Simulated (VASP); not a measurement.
# Ca3Nb (Pm-3m) in VASP: further runs

Ca3Nb is run at these levels: PBE; tasks: relaxation of cell and atoms, single point.

All numbers are computed with VASP 6.6.1; they aren't measurements. Logs are shortened: lines on timing, memory, paths and dates and some standing lists are left out, and cuts for length are marked.

## (1) The cell of the first run

It takes space group Pm-3m (No. 221, cubic). The conventional cell has a = 4.614 Å, b = 4.614 Å, c = 4.614 Å, α = 90.00°, β = 90.00°, γ = 90.00°. Within 4.3 Å of Ca (site symmetry 4/mmm) lie 8 Ca at 3.26 Å and 4 Nb at 3.26 Å. Nb (site symmetry m-3m) has 12 Ca at 3.26 Å within 4.3 Å.

## (2) Relaxation of cell and atoms, PBE

INCAR

```
ALGO = Normal ; EDIFF = 1E-6
EDIFFG = -0.04 ; ENCUT = 600
GGA = PE ; IBRION = 2
ISIF = 3 ; ISMEAR = 0
LASPH = T ; LCHARG = F
LREAL = F ; LWAVE = F
NELM = 60 ; NSW = 90
PREC = Accurate ; SIGMA = 0.1
```

KPOINTS

```
k-points
0
Gamma
  4 4 4
```

POSCAR

```
Ca3Nb
1.0
    4.6140274395      0.0000000000      0.0000000000
    0.0000000000      4.6140274395      0.0000000000
    0.0000000000      0.0000000000      4.6140274395
Ca Nb
3 1
Direct
    0.0000000000      0.5000000000      0.5000000000
    0.5000000000      0.0000000000      0.5000000000
    0.5000000000      0.5000000000      0.0000000000
    0.0000000000      0.0000000000      0.0000000000
```

Potentials or basis: VASP PAW PBE potentials, release 64 (Ca_sv, Nb_sv).

Command:

```
cat potpaw_PBE.64/Ca_sv/POTCAR potpaw_PBE.64/Nb_sv/POTCAR > POTCAR
mpirun -np 1 vasp_std > vasp.out
```

OUTCAR:

```text
EDIFF = 1E-6
   EDIFFG = -0.04
   ENCUT = 600
   GGA = PE
   IBRION = 2
   ISIF = 3
   ISMEAR = 0
   LASPH = T
   LREAL = F
   NELM = 60
   NSW = 90
   PREC = Accurate

 ion  position               nearest neighbor table
   1  0.000  0.500  0.500-
   2  0.500  0.000  0.500-
   3  0.500  0.500  0.000-
   4  0.000  0.000  0.000-

  LATTYP: Found a simple cubic cell.
 ALAT       =     4.6140274395

  Lattice vectors:

 A1 = (   4.6140274395,   0.0000000000,   0.0000000000)
 A2 = (   0.0000000000,   4.6140274395,   0.0000000000)
 A3 = (   0.0000000000,   0.0000000000,   4.6140274395)

Analysis of symmetry for initial positions (statically):
=====================================================================
 Subroutine PRICEL returns:
 Original cell was already a primitive cell.

 Routine SETGRP: Setting up the symmetry group for a
 simple cubic supercell.

 Subroutine GETGRP returns: Found 48 space group operations
 (whereof 48 operations were pure point group operations)
 out of a pool of 48 trial point group operations.

The static configuration has the point symmetry O_h .

Analysis of symmetry for dynamics (positions and initial velocities):
=====================================================================
 Subroutine PRICEL returns:
 Original cell was already a primitive cell.

 Routine SETGRP: Setting up the symmetry group for a
 simple cubic supercell.

 Subroutine GETGRP returns: Found 48 space group operations
 (whereof 48 operations were pure point group operations)
 out of a pool of 48 trial point group operations.

The dynamic configuration has the point symmetry O_h .

 Subroutine INISYM returns: Found 48 space group operations
 (whereof 48 operations are pure point group operations),
 and found     1 'primitive' translations

----------------------------------------------------------------------------------------

                                     Primitive cell

  volume of cell :      98.2292

  direct lattice vectors                    reciprocal lattice vectors
     4.614027440  0.000000000  0.000000000     0.216730397  0.000000000  0.000000000
     0.000000000  4.614027440  0.000000000     0.000000000  0.216730397  0.000000000
     0.000000000  0.000000000  4.614027440     0.000000000  0.000000000  0.216730397

  length of vectors
     4.614027440  4.614027440  4.614027440     0.216730397  0.216730397  0.216730397

  position of ions in fractional coordinates (direct lattice)
     0.000000000  0.500000000  0.500000000
     0.500000000  0.000000000  0.500000000
     0.500000000  0.500000000  0.000000000
     0.000000000  0.000000000  0.000000000

  ion indices of the primitive-cell ions
   primitive index   ion index
                 1           1
                 2           2
                 3           3
                 4           4

----------------------------------------------------------------------------------------

 KPOINTS: k-points

Automatic generation of k-mesh.
 Grid dimensions read from file:
 generate k-points for:    4    4    4

 Generating k-lattice:

  Cartesian coordinates                     Fractional coordinates (reciprocal lattice)
     0.054182599  0.000000000  0.000000000     0.250000000  0.000000000  0.000000000
     0.000000000  0.054182599  0.000000000     0.000000000  0.250000000  0.000000000
     0.000000000  0.000000000  0.054182599     0.000000000  0.000000000  0.250000000

  Length of vectors
     0.054182599  0.054182599  0.054182599

  Shift w.r.t. Gamma in fractional coordinates (k-lattice)
     0.000000000  0.000000000  0.000000000

 Subroutine IBZKPT returns following result:
 ===========================================

 Found     10 irreducible k-points:

 Following reciprocal coordinates:
            Coordinates               Weight
  0.000000  0.000000  0.000000      1.000000
  0.250000  0.000000  0.000000      6.000000
  0.500000  0.000000  0.000000      3.000000
  0.250000  0.250000  0.000000     12.000000
  0.500000  0.250000  0.000000     12.000000
  0.500000  0.500000  0.000000      3.000000
  0.250000  0.250000  0.250000      8.000000
  0.500000  0.250000  0.250000     12.000000
  0.500000  0.500000  0.250000      6.000000
  0.500000  0.500000  0.500000      1.000000
   k-points           NKPTS =     10   k-points in BZ     NKDIM =     10   number of bands    NBANDS=     25
   number of dos      NEDOS =    301   number of ions     NIONS =      4
   total plane-waves  NPLWV =  64000
   dimension x,y,z NGX =    40 NGY =   40 NGZ =   40
   dimension x,y,z NGXF=    80 NGYF=   80 NGZF=   80
   ions per type =               3   1
   NGX,Y,Z   is equivalent  to a cutoff of  14.41, 14.41, 14.41 a.u.
   NGXF,Y,Z  is equivalent  to a cutoff of  28.82, 28.82, 28.82 a.u.
 SYSTEM =  unknown system
   PREC   = accura    normal or accurate (medium, high low for compatibility)
   ISTART =      0    job   : 0-new  1-cont  2-samecut
   ICHARG =      2    charge: 1-file 2-atom 10-const
   ISPIN  =      1    spin polarized calculation?
   LNONCOLLINEAR =      F non collinear calculations
   LSORBIT =      F    spin-orbit coupling
   LASPH  =      T    aspherical Exc in radial PAW
   ENCUT  =  600.0 eV  44.10 Ry    6.64 a.u.   9.22  9.22  9.22*2*pi/ulx,y,z
   NELM   =     60;   NELMIN=  2; NELMDL= -5     # of ELM steps
   EDIFF  = 0.1E-05   stopping-criterion for ELM
   LREAL  =      F    real-space projection
   EDIFFG = -.4E-01   stopping-criterion for IOM
   NSW    =     90    number of steps for IOM
   IBRION =      2    ionic relax: 0-MD 1-quasi-New 2-CG
   NFREE  =      1    steps in history (QN), initial steepest desc. (CG)
   ISIF   =      3    stress and relaxation
   ISYM   =      2    0-nonsym 1-usesym 2-fastsym
   POTIM  = 0.5000    time-step for ionic-motion
   TEBEG  =    0.0;   TEEND  =   0.0 temperature during run
   PSTRESS=    0.0 pullay stress
   NELECT =      43.0000    total number of electrons
   NUPDOWN=      -1.0000    fix difference up-down
   EMIN   =  10.00;   EMAX   =-10.00  energy-range for DOS
   EFERMI =   0.00;   METHOD = LEGACY
   ISMEAR =     0;   SIGMA  =   0.10  broadening in eV -4-tet -1-fermi 0-gaus
   EFERMI_NEDOS =   21; number of points for ismear=-14 and -15
   IALGO  =     38    algorithm
   IMIX   =      4    mixing-type and parameters
     AMIX     =   0.40;   BMIX     =  1.00
     AMIX_MAG =   1.60;   BMIX_MAG =  1.00
  volume/ion in A,a.u.               =      24.56       165.72
  Fermi-wavevector in a.u.,A,eV,Ry     =   1.243037  2.349000 21.022928  1.545142
  Thomas-Fermi vector in A             =   2.377366
   LORBIT       =      0    0 simple, 1 ext, 2 COOP (PROOUT), +10 PAW based schemes
   GGA     = PE    functional components
   LHFCALC =     F    Hartree Fock is set to
   AEXX    =    0.0000 exact exchange contribution
   IVDW    =     0    specifies the selected vdW correction
   LEPSILON=     F    determine dielectric tensor
   LRPA    =     F    only Hartree local field effects (RPA)
 conjugate gradient relaxation of ions
 non-spin polarized calculation
 Gauss-broadening in eV      SIGMA  =   0.10
  energy-cutoff  :      600.00
  volume of cell :       98.23
 maximum number of plane-waves:      3328
 NGX is ok and might be reduce to    40
   NGX = 19   NGY = 19   NGZ = 19

--------------------------------------- Ionic step        1  -------------------------------------------

 number of electron      43.0000010 magnetization

 Free energy of the ion-electron system (eV)
  ---------------------------------------------------
  ext. energy  EPLUGINS =         0.00000000
  ---------------------------------------------------
  free energy    TOTEN  =       -12.44603502 eV

  energy without entropy =      -12.41646533  energy(sigma->0) =      -12.43125018

------------------------ aborting loop because EDIFF is reached ----------------------------------------

  FORCE on cell =-STRESS in cart. coord.  units (eV):
  Direction    XX          YY          ZZ          XY          YZ          ZX
  --------------------------------------------------------------------------------------
  -------------------------------------------------------------------------------------
  Total        6.3129089      6.3129089      6.3129089      0.0000000     -0.0000000      0.0000000
  in kB      102.9673620    102.9673620    102.9673620      0.0000000     -0.0000000      0.0000000
  external PRESSURE =     102.9673620 kB  Pullay stress =       0.0000000 kB

 VOLUME and BASIS-vectors are now :
 -----------------------------------------------------------------------------
  energy-cutoff  :      600.00
  volume of cell :       98.23
      direct lattice vectors                 reciprocal lattice vectors
     4.614027440  0.000000000  0.000000000     0.216730397  0.000000000  0.000000000
     0.000000000  4.614027440  0.000000000     0.000000000  0.216730397  0.000000000
     0.000000000  0.000000000  4.614027440     0.000000000  0.000000000  0.216730397
[... 39 lines left out ...]
 POSITION                                       TOTAL-FORCE (eV/Angst)
 -----------------------------------------------------------------------------------
      0.00000      2.48266      2.48266         0.000000     -0.000000      0.000000
      2.48266     -0.00000      2.48266        -0.000000     -0.000000      0.000000
      2.48266      2.48266      0.00000         0.000000      0.000000      0.000000
      0.00000      0.00000      0.00000        -0.000000      0.000000      0.000000
 -----------------------------------------------------------------------------------
    total drift:                                0.000000     -0.000000     -0.000000

  FREE ENERGIE OF THE ION-ELECTRON SYSTEM (eV)
  ---------------------------------------------------
  free  energy   TOTEN  =       -13.1424069329 eV

  energy  without entropy=      -13.0968825357  energy(sigma->0) =      -13.11964473

--------------------------------------- Ionic step        3  -------------------------------------------

 number of electron      42.9999997 magnetization

 Free energy of the ion-electron system (eV)
  ---------------------------------------------------
  ext. energy  EPLUGINS =         0.00000000
  ---------------------------------------------------
  free energy    TOTEN  =       -13.14393633 eV

  energy without entropy =      -13.09732681  energy(sigma->0) =      -13.12063157

 E-fermi :   3.6066     XC(G=0):  -9.0110

 val. band max:        3.6022411003   @ k =   0.5000   0.2500   0.0000
 cond. band min:       3.6374235268   @ k =   0.5000   0.0000   0.0000
 fundamental gap:      0.0351824265
 Fermi energy:         3.6066496949

 k-point     1 :       0.0000    0.0000    0.0000
  band No.  band energies     occupation
      1     -51.2343      2.00000
      2     -37.3383      2.00000
      3     -37.2841      2.00000
      4     -37.2841      2.00000
      5     -27.2696      2.00000
      6     -27.2696      2.00000
[... 17 lines left out ...]
     24       5.6473      0.00000
     25       5.9637      0.00000
[... 272 lines left out ...]
 POSITION                                       TOTAL-FORCE (eV/Angst)
 -----------------------------------------------------------------------------------
      0.00000      2.49371      2.49371         0.000000     -0.000000      0.000000
      2.49371     -0.00000      2.49371        -0.000000     -0.000000      0.000000
      2.49371      2.49371      0.00000         0.000000      0.000000      0.000000
      0.00000      0.00000      0.00000        -0.000000      0.000000      0.000000
 -----------------------------------------------------------------------------------
    total drift:                                0.000000      0.000000     -0.000000

  FREE ENERGIE OF THE ION-ELECTRON SYSTEM (eV)
  ---------------------------------------------------
  free  energy   TOTEN  =       -13.1439363334 eV

  energy  without entropy=      -13.0973268137  energy(sigma->0) =      -13.12063157

 reached required accuracy - stopping structural energy minimisation
```

Run time: 75 s. Hardware: 1 thread of AMD EPYC 9R45 (Zen 5), shared host; peak memory 0.22 GiB.

Results:

| Item | Value |
| --- | --- |
| Free energy | -13.1439 eV |
| Relaxed volume | 31.01 Å³/atom |
| Relaxed cell | a = 4.987 Å, b = 4.987 Å, c = 4.987 Å, α = 90.00°, β = 90.00°, γ = 90.00° |
| Space group after relaxing (to 0.1 Å) | Pm-3m (No. 221) |
| Energy gained by relaxing | 174.5 meV/atom |
| Ionic steps | 3 |
| Pressure after relaxing | -0.1 GPa |
| Band gap on the k mesh | zero (an odd number of electrons rules out a gap without spin polarisation) |

Step by step:
```
step  energy change (eV)  largest force (eV/Å)  pressure (GPa)  volume (Å³)
   1              0.0000                0.0000           10.30        98.23
   2             -0.6964                0.0000            0.37       122.42
   3             -0.6979                0.0000           -0.06       124.06
```

Final structure:
```
CELL_PARAMETERS angstrom
4.98742 0.00000 0.00000
0.00000 4.98742 0.00000
0.00000 0.00000 4.98742
ATOMIC_POSITIONS crystal
Ca 0.00000 0.50000 0.50000
Ca 0.50000 0.00000 0.50000
Ca 0.50000 0.50000 0.00000
Nb 0.00000 0.00000 0.00000
```

Levels at points of the mesh, in eV from the Fermi level:
| k point | band 17 | band 18 | band 19 | band 20 | band 21 | band 22 | band 23 | band 24 | band 25 |
| --- | --- | --- | --- | --- | --- | --- | --- | --- | --- |
| (0.00, 0.00, 0.00) | -4.35 | -1.17 | -1.17 | -0.77 | -0.32 | -0.32 | -0.32 | 2.04 | 2.36 |
| (0.50, 0.00, 0.00) | -2.82 | -2.50 | -0.64 | -0.04 | -0.04 | 0.03 | 0.28 | 0.80 | 1.21 |
| (0.50, 0.50, 0.00) | -1.64 | -1.51 | -1.07 | -1.07 | 0.03 | 0.03 | 0.24 | 0.73 | 0.96 |
| (0.50, 0.50, 0.50) | -1.33 | -1.32 | -1.32 | -1.32 | 0.48 | 0.59 | 0.59 | 0.59 | 0.76 |

Caveat: the volume moved by over 15 % at a fixed basis, so the end points are rough.

## (3) Single point, PBE

This run uses another cell than the first one, of 31.17 Å³/atom.

INCAR

```
SYSTEM = Ca3Nb
PREC = Accurate
ENCUT = 520
EDIFF = 1E-7
ISMEAR = 0
SIGMA = 0.1
LREAL = .False.
LASPH = .True.
NELM = 60
ALGO = Fast
ISIF = 2
LWAVE = .False.
LCHARG = .False.
GGA = PE
NBANDS = 30
```

KPOINTS

```
Automatic mesh
0
Gamma
  10 10 10
  0 0 0
```

POSCAR

```
Ca3Nb
1.0
    4.9955191355      0.0000000000      0.0000000000
    0.0000000000      4.9955191355      0.0000000000
    0.0000000000      0.0000000000      4.9955191355
Ca Nb
3 1
Direct
    0.0000000000      0.5000000000      0.5000000000
    0.5000000000      0.0000000000      0.5000000000
    0.5000000000      0.5000000000      0.0000000000
    0.0000000000      0.0000000000      0.0000000000
```

Potentials or basis: VASP PAW PBE potentials, release 64 (Ca_sv, Nb_sv).

Command:

```
cat potpaw_PBE.64/Ca_sv/POTCAR potpaw_PBE.64/Nb_sv/POTCAR > POTCAR
mpirun -np 1 vasp_std > vasp.out
```

OUTCAR:

```text
SYSTEM = Ca3Nb
   PREC = Accurate
   ENCUT = 520
   EDIFF = 1E-7
   ISMEAR = 0
   LREAL = .False.
   LASPH = .True.
   NELM = 60
   ISIF = 2
   GGA = PE

 ion  position               nearest neighbor table
   1  0.000  0.500  0.500-
   2  0.500  0.000  0.500-
   3  0.500  0.500  0.000-
   4  0.000  0.000  0.000-

  LATTYP: Found a simple cubic cell.
 ALAT       =     4.9955191355
[... 989 lines left out ...]

  FORCE on cell =-STRESS in cart. coord.  units (eV):
  Direction    XX          YY          ZZ          XY          YZ          ZX
  --------------------------------------------------------------------------------------
  -------------------------------------------------------------------------------------
  Total        0.0121225      0.0121225      0.0121225      0.0000000      0.0000000     -0.0000000
  in kB        0.1557974      0.1557974      0.1557974      0.0000000      0.0000000     -0.0000000
  external PRESSURE =       0.1557974 kB  Pullay stress =       0.0000000 kB

 VOLUME and BASIS-vectors are now :
 -----------------------------------------------------------------------------
  energy-cutoff  :      520.00
  volume of cell :      124.66
      direct lattice vectors                 reciprocal lattice vectors
     4.995519136  0.000000000  0.000000000     0.200179395  0.000000000  0.000000000
     0.000000000  4.995519136  0.000000000     0.000000000  0.200179395  0.000000000
     0.000000000  0.000000000  4.995519136     0.000000000  0.000000000  0.200179395

 POSITION                                       TOTAL-FORCE (eV/Angst)
 -----------------------------------------------------------------------------------
      0.00000      2.49776      2.49776         0.000000      0.000000      0.000000
      2.49776      0.00000      2.49776         0.000000      0.000000      0.000000
      2.49776      2.49776      0.00000         0.000000      0.000000      0.000000
      0.00000      0.00000      0.00000         0.000000      0.000000      0.000000
 -----------------------------------------------------------------------------------
    total drift:                               -0.000000     -0.000000     -0.000000

  FREE ENERGIE OF THE ION-ELECTRON SYSTEM (eV)
  ---------------------------------------------------
  free  energy   TOTEN  =       -13.1009548296 eV

  energy  without entropy=      -13.0395348604  energy(sigma->0) =      -13.07024484
```

Run time: 7.6 min. Hardware: 1 thread of AMD EPYC 9R45 (Zen 5), shared host; peak memory 0.33 GiB.

Results:

```yaml
Free_energy: -13.1010 eV
Pressure: 0.0 GPa
Band_gap_on_the_k_mesh: zero (an odd number of electrons rules out a gap without spin polarisation)
```

## (4) Single point, PBE

This run uses another cell than the first one, of 31.17 Å³/atom.

INCAR

```
PREC = Accurate ; ENCUT = 520
EDIFF = 1E-7 ; ISMEAR = 0
SIGMA = 0.1 ; LREAL = F
LASPH = T ; NELM = 60
ALGO = Fast ; ISIF = 2
LWAVE = F ; LCHARG = F
GGA = PE ; NBANDS = 30
```

KPOINTS

```
Automatic mesh
0
Gamma
  10 10 10
  0.5 0.5 0.5
```

POSCAR is that of step 3.

Command:

```
cat potpaw_PBE.64/Ca_sv/POTCAR potpaw_PBE.64/Nb_sv/POTCAR > POTCAR
mpirun -np 1 vasp_std > vasp.out
```

Run time: 4.3 min. Hardware: 1 thread of AMD EPYC 9R45 (Zen 5), shared host; peak memory 0.28 GiB.

It converged, with:

```yaml
Free_energy: -13.1022 eV
Pressure: 0.0 GPa
Band_gap_on_the_k_mesh: zero (an odd number of electrons rules out a gap without spin polarisation)
```

Levels at points of the mesh, in eV from the Fermi level:
```
           k point  band 18  band 19  band 20  band 21  band 22  band 23  band 24  band 25  band 26  band 27
(0.05, 0.05, 0.05)    -1.12    -1.12    -0.73    -0.29    -0.29    -0.28     1.93     1.95     1.95     2.38
```

## (5) Single point, PBE

This run uses another cell than the first one, of 31.17 Å³/atom.

INCAR

```
PREC = Accurate ; ENCUT = 500
EDIFF = 1E-6 ; ISMEAR = 0
SIGMA = 0.1 ; LREAL = F
LASPH = T ; NELM = 120
ALGO = Normal ; ISIF = 2
LWAVE = F ; LCHARG = F
GGA = PE ; NBANDS = 30
GGA_COMPAT = F
```

KPOINTS

```
Automatic mesh
0
Gamma
  12 12 12
  0.5 0.5 0.5
```

POSCAR is that of step 4.

Command:

```
cat potpaw_PBE.64/Ca_sv/POTCAR potpaw_PBE.64/Nb_sv/POTCAR > POTCAR
mpirun -np 1 vasp_std > vasp.out
```

Run time: 2.1 min. Hardware: 1 thread of Intel Xeon Platinum 8259CL at 2.50GHz (Skylake/Cascade Lake), shared host; peak memory 0.31 GiB.

It converged, with:

- Free energy: -13.1009 eV
- Pressure: 0.0 GPa
- Band gap on the k mesh: zero (an odd number of electrons rules out a gap without spin polarisation)

Levels at points of the mesh, in eV from the Fermi level:
| k point | band 18 | band 19 | band 20 | band 21 | band 22 | band 23 | band 24 | band 25 | band 26 | band 27 |
| --- | --- | --- | --- | --- | --- | --- | --- | --- | --- | --- |
| (0.04, 0.04, 0.04) | -1.13 | -1.13 | -0.73 | -0.29 | -0.29 | -0.29 | 1.96 | 1.98 | 1.98 | 2.37 |

## (6) Summary

| task | cell | k mesh | cutoff (eV) | gap on the mesh (eV) | pressure (GPa) |
| --- | --- | --- | --- | --- | --- |
| relaxation of cell and atoms | relaxed from a = 4.614 Å, 4 atoms | 4 × 4 × 4 | 600 | none | -0.1 |
| single point | a = 4.996 Å, 4 atoms | 10 × 10 × 10 | 520 | none | 0.0 |
| single point | a = 4.996 Å, 4 atoms | 10 × 10 × 10, shifted | 520 | none | 0.0 |
| single point | a = 4.996 Å, 4 atoms | 12 × 12 × 12, shifted | 500 | none | 0.0 |

Alike in all rows: level PBE; potentials or basis VASP PAW PBE potentials, release 64 (Ca_sv, Nb_sv); no spin polarisation; smearing gaussian 0.1 eV.

Caveats: the volume moved by over 15 % at a fixed basis, so the end points are rough (at least some runs).

Absolute energies hang on the potentials; compare differences alone.

The gap in the log of VASP goes by the Fermi energy; the results here count the filled bands.